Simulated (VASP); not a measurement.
# Ru (P6_3/mmc) in VASP: single point with r2SCAN

Aim: the single point of Ru with r2SCAN.

Program: VASP 6.6.1. These are calculated values, not measurements. Logs are shortened: lines on timing, memory, paths and dates and some standing lists are left out, and cuts for length are marked.

## (1) The cell of the first run

Symmetry: P6_3/mmc, No. 194, hexagonal system. Conventional cell: a = 2.706 Å, b = 2.706 Å, c = 4.282 Å, α = 90.00°, β = 90.00°, γ = 120.00°. Ru (site symmetry -6m2) has 12 Ru at 2.65 to 2.71 Å within 3.5 Å.

## (2) Single point, r2SCAN

POSCAR

```
Ru
1.0
    5.4116005340      0.0000000000      0.0000000000
   -2.7058002670      4.6865835376      0.0000000000
    0.0000000000      0.0000000000      8.5638000000
Ru
16
Direct
    0.1666666667      0.3333333333      0.1250000000
    0.3333333333      0.1666666667      0.3750000000
    0.1666666667      0.3333333333      0.6250000000
    0.3333333333      0.1666666667      0.8750000000
    0.1666666667      0.8333333333      0.1250000000
    0.3333333333      0.6666666667      0.3750000000
    0.1666666667      0.8333333333      0.6250000000
    0.3333333333      0.6666666667      0.8750000000
    0.6666666667      0.3333333333      0.1250000000
    0.8333333333      0.1666666667      0.3750000000
    0.6666666667      0.3333333333      0.6250000000
    0.8333333333      0.1666666667      0.8750000000
    0.6666666667      0.8333333333      0.1250000000
    0.8333333333      0.6666666667      0.3750000000
    0.6666666667      0.8333333333      0.6250000000
    0.8333333333      0.6666666667      0.8750000000
```

INCAR.step1

```
PREC = Accurate
ENCUT = 550
ISMEAR = -1
SIGMA = 0.05
LREAL = False
LASPH = True
NELM = 120
NBANDS = 126
GGA = PE
ALGO = Normal
EDIFF = 1E-5
LWAVE = True
LCHARG = False
GGA_COMPAT = False
```

INCAR.step2

```
PREC = Accurate
ENCUT = 550
EDIFF = 1E-6
ISMEAR = -1
SIGMA = 0.05
LREAL = False
LASPH = True
NELM = 120
ALGO = Normal
ISIF = 2
LWAVE = False
LCHARG = False
METAGGA = R2SCAN
LMIXTAU = True
NBANDS = 126
ISTART = 1
GGA_COMPAT = False
```

KPOINTS

```
regular mesh
0
Gamma
  3 3 2
```

Potentials or basis: VASP PAW PBE potentials, release 64 (Ru_pv).

Run with:

```
$ cat potpaw_PBE.64/Ru_pv/POTCAR > POTCAR
$ cp INCAR.step1 INCAR
$ mpirun -np 1 vasp_std > vasp.out
$ cp INCAR.step2 INCAR
$ mpirun -np 1 vasp_std > vasp.out
```

OUTCAR:

```text
PREC = Accurate
   ENCUT = 550
   EDIFF = 1E-6
   ISMEAR = -1
   LREAL = False
   LASPH = True
   NELM = 120
   ISIF = 2
   METAGGA = R2SCAN
   ISTART = 1

 ion  position               nearest neighbor table
   1  0.167  0.333  0.125-   2 2.65   4 2.65  10 2.65  12 2.65   6 2.65   8 2.65   9 2.71   9 2.71
                            13 2.71   5 2.71   5 2.71  13 2.71
   2  0.333  0.167  0.375-   1 2.65   3 2.65   9 2.65  11 2.65   5 2.65   7 2.65  10 2.71  10 2.71
                            14 2.71   6 2.71   6 2.71  14 2.71
   3  0.167  0.333  0.625-   2 2.65   4 2.65  10 2.65  12 2.65   6 2.65   8 2.65  11 2.71  11 2.71
                            15 2.71   7 2.71   7 2.71  15 2.71
   4  0.333  0.167  0.875-   1 2.65   3 2.65   9 2.65  11 2.65   5 2.65   7 2.65  12 2.71  12 2.71
                            16 2.71   8 2.71   8 2.71  16 2.71
   5  0.167  0.833  0.125-   6 2.65   8 2.65  14 2.65  16 2.65   2 2.65   4 2.65  13 2.71  13 2.71
                             1 2.71   1 2.71   9 2.71   9 2.71
   6  0.333  0.667  0.375-   5 2.65   7 2.65  13 2.65  15 2.65   1 2.65   3 2.65  14 2.71  14 2.71
                             2 2.71   2 2.71  10 2.71  10 2.71
   7  0.167  0.833  0.625-   6 2.65   8 2.65  14 2.65  16 2.65   2 2.65   4 2.65  15 2.71  15 2.71
                             3 2.71   3 2.71  11 2.71  11 2.71
   8  0.333  0.667  0.875-   5 2.65   7 2.65  13 2.65  15 2.65   1 2.65   3 2.65  16 2.71  16 2.71
                             4 2.71   4 2.71  12 2.71  12 2.71
   9  0.667  0.333  0.125-  10 2.65  12 2.65   2 2.65   4 2.65  14 2.65  16 2.65   1 2.71   1 2.71
[... 22 lines left out ...]
 A1 = (   5.4116005340,   0.0000000000,   0.0000000000)
 A2 = (  -2.7058002670,   4.6865835376,   0.0000000000)
 A3 = (   0.0000000000,   0.0000000000,   8.5638000000)

Analysis of symmetry for initial positions (statically):
=====================================================================
 Subroutine PRICEL returns following result:

  LATTYP: Found a hexagonal cell.
 ALAT       =     2.7058002670
 C/A-ratio  =     1.5824893109

  Lattice vectors:

 A1 = (   2.7058002670,   0.0000000000,   0.0000000000)
 A2 = (  -1.3529001335,   2.3432917688,   0.0000000000)
 A3 = (   0.0000000000,   0.0000000000,   4.2819000000)

   8 primitive cells build up your supercell.

 Routine SETGRP: Setting up the symmetry group for a
 hexagonal supercell.

 Subroutine GETGRP returns: Found 24 space group operations
 (whereof 12 operations were pure point group operations)
 out of a pool of 24 trial point group operations.

The static configuration has the point symmetry D_3d.
 The point group associated with its full space group is D_6h.

Analysis of symmetry for dynamics (positions and initial velocities):
=====================================================================
 Subroutine PRICEL returns following result:
[... 113 lines left out ...]
   NELECT =     224.0000    total number of electrons
   NUPDOWN=      -1.0000    fix difference up-down
   EMIN   =  10.00;   EMAX   =-10.00  energy-range for DOS
   EFERMI =   0.00;   METHOD = LEGACY
   ISMEAR =    -1;   SIGMA  =   0.05  broadening in eV -4-tet -1-fermi 0-gaus
   EFERMI_NEDOS =   21; number of points for ismear=-14 and -15
   IALGO  =     38    algorithm
   IMIX   =      4    mixing-type and parameters
     AMIX     =   0.40;   BMIX     =  1.00
     AMIX_MAG =   1.60;   BMIX_MAG =  1.00
  volume/ion in A,a.u.               =      13.57        91.61
  Fermi-wavevector in a.u.,A,eV,Ry     =   1.654022  3.125648 37.222669  2.735789
  Thomas-Fermi vector in A             =   2.742361
   LORBIT       =      0    0 simple, 1 ext, 2 COOP (PROOUT), +10 PAW based schemes
   METAGGA = R2SCAN    functional components
   LHFCALC =     F    Hartree Fock is set to
   AEXX    =    0.0000 exact exchange contribution
   IVDW    =     0    specifies the selected vdW correction
   LEPSILON=     F    determine dielectric tensor
   LRPA    =     F    only Hartree local field effects (RPA)
 non-spin polarized calculation
  energy-cutoff  :      550.00
  volume of cell :      217.19
 maximum number of plane-waves:      6399
 NGX is ok and might be reduce to    42
   NGX = 21   NGY = 21   NGZ = 33

 number of electron     223.9999976 magnetization

 Free energy of the ion-electron system (eV)
  ---------------------------------------------------
  ext. energy  EPLUGINS =         0.00000000
  ---------------------------------------------------
  free energy    TOTEN  =      -406.32715103 eV

  energy without entropy =     -406.14530804  energy(sigma->0) =     -406.23622953

 E-fermi :  12.9742     XC(G=0): -15.4089

 val. band max:       12.9734454487   @ k =   0.3333   0.0000   0.5000
 cond. band min:      13.0516080859   @ k =   0.3333   0.3333   0.5000
 fundamental gap:      0.0781626372
 Fermi energy:        12.9741832982

 k-point     1 :       0.0000    0.0000    0.0000
  band No.  band energies     occupation
      1     -32.3596      2.00000
      2     -32.2443      2.00000
      3     -32.2443      2.00000
      4     -32.2443      2.00000
      5     -32.2443      2.00000
      6     -32.2443      2.00000
[... 751 lines left out ...]
    123      13.2012      0.02113
    124      13.2012      0.02113
 [bands above 124 left out]

------------------------ aborting loop because EDIFF is reached ----------------------------------------

  FORCE on cell =-STRESS in cart. coord.  units (eV):
  Direction    XX          YY          ZZ          XY          YZ          ZX
  --------------------------------------------------------------------------------------
  -------------------------------------------------------------------------------------
  Total        3.4146885      3.4146885     -5.5405048      0.0000000     -0.0000000      0.0000000
  in kB       25.1891243     25.1891243    -40.8706278      0.0000000     -0.0000000      0.0000000
  external PRESSURE =       3.1692069 kB  Pullay stress =       0.0000000 kB

 VOLUME and BASIS-vectors are now :
 -----------------------------------------------------------------------------
  energy-cutoff  :      550.00
  volume of cell :      217.19
      direct lattice vectors                 reciprocal lattice vectors
     5.411600534  0.000000000  0.000000000     0.184788214  0.106687525  0.000000000
    -2.705800267  4.686583538  0.000000000     0.000000000  0.213375051  0.000000000
     0.000000000  0.000000000  8.563800000     0.000000000  0.000000000  0.116770592

 POSITION                                       TOTAL-FORCE (eV/Angst)
 -----------------------------------------------------------------------------------
      0.00000      1.56219      1.07048         0.000000      0.000000     -0.000000
      1.35290      0.78110      3.21143         0.000000      0.000000     -0.000000
      0.00000      1.56219      5.35238        -0.000000     -0.000000      0.000000
      1.35290      0.78110      7.49333         0.000000      0.000000      0.000000
     -1.35290      3.90549      1.07048         0.000000     -0.000000      0.000000
     -0.00000      3.12439      3.21143        -0.000000      0.000000     -0.000000
[... 8 lines left out ...]
      1.35290      3.90549      5.35238         0.000000     -0.000000     -0.000000
      2.70580      3.12439      7.49333        -0.000000      0.000000     -0.000000
 -----------------------------------------------------------------------------------
    total drift:                               -0.000002      0.000001     -0.000000

  FREE ENERGIE OF THE ION-ELECTRON SYSTEM (eV)
  ---------------------------------------------------
  free  energy   TOTEN  =      -406.3271510305 eV

  energy  without entropy=     -406.1453080359  energy(sigma->0) =     -406.23622953
```

It took 5.4 min on 1 thread of AMD EPYC 9R45 (Zen 5), shared host; peak memory 0.4 GiB.

Results:

* Free energy: -406.3272 eV
* Pressure: 0.3 GPa
* Band gap on the k mesh: zero (bands 112 and 113 overlap by 0.89 eV)

Stress tensor (GPa, compression positive):
```
 2.52  0.00  0.00
 0.00  2.52  0.00
 0.00  0.00 -4.09
```

Levels at points of the mesh, in eV from the Fermi level:
```
           k point  band 108  band 109  band 110  band 111  band 112  band 113  band 114  band 115  band 116  band 117
(0.00, 0.00, 0.00)      0.22      0.22      0.22      0.32      0.32      0.32      0.32      0.98      0.98      1.11
(0.00, 0.00, 0.50)      0.55      0.55      0.55      0.56      0.56      0.56      0.56      0.56      0.56      0.95
```

Caveat: the k points lie up to 0.45 Å⁻¹ apart, too coarse for converged energies and pressures of a metal; the PAW data sets were made with another functional, which shifts forces and pressure a little.

The gap in the log of VASP goes by the Fermi energy; the results here count the filled bands.